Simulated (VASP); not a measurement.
Input of a VASP 6.6.1 run:

Contents of INCAR:

```
SYSTEM = VO2
PREC = Accurate ; ENCUT = 600
EDIFF = 1E-6 ; ISMEAR = -1
SIGMA = 0.03 ; LREAL = .False.
LASPH = .True. ; NELM = 200
ALGO = Normal ; ISIF = 2
LWAVE = .False. ; LCHARG = .False.
ISPIN = 2 ; MAGMOM = 2 2 2 2 0 0 0 0 0 0 0 0
LORBIT = 11 ; LMAXMIX = 4
GGA = PE ; NBANDS = 66
GGA_COMPAT = .False.
```

File KPOINTS:

```
regular mesh
0
Gamma
  3 3 3
  0 0 0
```

File POSCAR:

```
VO2
1.0
   -4.5983000000      0.0000000000      0.0000000000
    0.0000000000     -4.5983000000     -2.8514000000
    0.0000000000     -4.5983000000      2.8514000000
V O
4 8
Direct
    0.0000000000      0.0000000000      0.0000000000
    0.0000000000      0.5000000000      0.5000000000
    0.5000000000      0.0000000000      0.5000000000
    0.5000000000      0.5000000000      0.0000000000
    0.3001000000      0.6500500000      0.6500500000
    0.3001000000      0.1500500000      0.1500500000
    0.1999000000      0.6500500000      0.1500500000
    0.1999000000      0.1500500000      0.6500500000
    0.6999000000      0.8499500000      0.8499500000
    0.6999000000      0.3499500000      0.3499500000
    0.8001000000      0.8499500000      0.3499500000
    0.8001000000      0.3499500000      0.8499500000
```

Potentials or basis: VASP PAW PBE potentials, release 64 (V_sv, O).

Run with:

```bash
$ cat potpaw_PBE.64/V_sv/POTCAR potpaw_PBE.64/O/POTCAR > POTCAR
$ mpirun -np 1 vasp_std > vasp.out
```

Estimate the pressure.

-2.0 GPa.

Predict the net moment.

4.00 μB per cell.

Stress tensor (GPa, compression positive):
```
-1.82  0.00  0.00
 0.00 -1.91  0.00
 0.00  0.00 -2.31
```

Caveat: the k points lie up to 0.46 Å⁻¹ apart.
